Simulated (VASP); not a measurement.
Set up this calculation in VASP 6.6.1, as the native input.

```yaml
Task: single point
Functional: PBEsol
Potentials_or_basis: VASP PAW PBE potentials, release 64 (Ti_sv, B)
Cutoff: 520 eV
k_mesh: 16 × 16 × 16
Occupations: gaussian, width 0.1 eV
Spin: no spin polarisation
Dipole_correction: no
Further_INCAR_settings: ALGO = Normal; EDIFF = 1e-06; NBANDS = 14
```

The structure of TiB lies in POSCAR:

```
TiB
1.0
    0.0000000000      2.2446512122      2.2446512122
    2.2446512122      0.0000000000      2.2446512122
    2.2446512122      2.2446512122      0.0000000000
Ti B
1 1
Direct
    0.0000000000      0.0000000000      0.0000000000
    0.5000000000      0.5000000000      0.5000000000
```

These files were run (other wordings do the same):

INCAR

```
PREC = Accurate
ENCUT = 520
EDIFF = 1E-6
ISMEAR = 0
SIGMA = 0.1
LREAL = F
LASPH = T
NELM = 80
ALGO = Normal
ISIF = 2
LWAVE = F
LCHARG = F
GGA = PS
NBANDS = 14
```

KPOINTS

```
Automatic mesh
0
Gamma
  16 16 16
```

Potentials or basis: VASP PAW PBE potentials, release 64 (Ti_sv, B).

Run with:

```console
$ cat potpaw_PBE.64/Ti_sv/POTCAR potpaw_PBE.64/B/POTCAR > POTCAR
$ mpirun -np 1 vasp_std > vasp.out
```

It gave:

| Item | Value |
| --- | --- |
| Pressure | 0.2 GPa |
| Band gap on the k mesh | zero (an odd number of electrons rules out a gap without spin polarisation) |

Caveat: the PAW data sets were made with another functional, which shifts forces and pressure a little.

It took 46 s on 1 thread of Intel Xeon 8259CL, on a shared host, peak memory 0.17 GiB.
